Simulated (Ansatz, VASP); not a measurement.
# Si4Ge: VASP beside Ansatz

```
CELL_PARAMETERS angstrom
5.26715 0.00000 0.00000
0.60803 5.36862 0.00000
1.85962 1.45445 5.69615
ATOMIC_POSITIONS crystal
Si 0.71158 0.01251 0.30429
Si 0.71994 0.01700 0.81926
Si 0.28842 0.98749 0.69571
Si 0.28006 0.98300 0.18074
Si 0.99707 0.71167 0.57710
Si 0.99720 0.70423 0.07887
Si 0.00293 0.28833 0.42290
Si 0.00280 0.29577 0.92113
Ge 0.49962 0.49721 0.71646
Ge 0.50038 0.50279 0.28354
```

Change from the starting cell: the structure that the rattled cell fell into.

Alike in both runs: task relaxation of cell and atoms; functional PBE; k mesh 4 × 4 × 4; occupations gaussian, width 0.1 eV; no spin polarisation.

|  | VASP | Ansatz |
| --- | --- | --- |
| version | VASP 6.6.1 | Ansatz 0.2.0 |
| potentials or method | VASP PAW PBE potentials, release 64 (Si, Ge_d), cutoff 600 eV | scalar-relativistic, plane waves, PAW |
| valence electrons in the cell | 60 | 60 |

|  | VASP | Ansatz | Ansatz less VASP |
| --- | --- | --- | --- |
| gap on the k mesh at the Fermi level, each at its own relaxed structure (eV) | none | none | - |
| relaxed volume (Å³/atom) | 16.20 | 16.22 | +0.017 |
| relaxed cell length with the largest relative difference (Å) | 5.402 | 5.408 | +0.0056 |

A gap of «none» marks a metal or a gap that the smearing closes.
